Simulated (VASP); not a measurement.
Write the native input for VASP 6.6.1 that does the following.

- Task: single point
- Functional: PBE
- Potentials or basis: VASP PAW PBE potentials, release 64 (Mg, O)
- Cutoff: 520 eV
- k mesh: 8 × 8 × 8
- Occupations: gaussian, width 0.01 eV
- Spin: no spin polarisation
- Dipole correction: no
- Further INCAR settings: ALGO = Normal; EDIFF = 1e-06; NBANDS = 11

The structure of MgO lies in POSCAR:

```
MgO
1.0
    2.6055243121      0.0000000000      0.0000000000
    0.0000000000      2.6055243121      0.0000000000
    0.0000000000      0.0000000000      2.6055243121
Mg O
1 1
Direct
    0.0000000000      0.0000000000      0.0000000000
    0.5000000000      0.5000000000      0.5000000000
```

This cell differs from its parent crystal: volume changed by -6%.

One way to write it, as run:

INCAR

```
SYSTEM = MgO
PREC     = Accurate       ! precision mode
ENCUT    = 520            ! plane-wave cutoff, eV
EDIFF    = 1E-6           ! SCF threshold, eV
ISMEAR   = 0              ! smearing method
SIGMA    = 0.01           ! smearing width, eV
LREAL    = .FALSE.        ! projectors in reciprocal space
LASPH    = .TRUE.         ! aspherical terms in the spheres
NELM     = 80             ! most SCF steps
ALGO     = Normal         ! electronic algorithm
ISIF     = 2              ! what is computed and relaxed
LWAVE    = .FALSE.        ! write WAVECAR
LCHARG   = .FALSE.        ! write CHGCAR
GGA      = PE             ! functional
NBANDS   = 11             ! bands
```

KPOINTS

```
regular mesh
0
G
  8 8 8
  0 0 0
```

Potentials or basis: VASP PAW PBE potentials, release 64 (Mg, O).

Launch:

```bash
$ cat potpaw_PBE.64/Mg/POTCAR potpaw_PBE.64/O/POTCAR > POTCAR
$ mpirun -np 1 vasp_std > vasp.out
```

Results of the run:

```
Pressure               : 9.0 GPa
Band gap on the k mesh : 2.81 eV, indirect (least direct gap 3.86 eV)
```

Wall time 5.2 s on 1 thread of Intel Xeon 6975P-C, with other jobs on the host, peak memory 0.13 GiB.
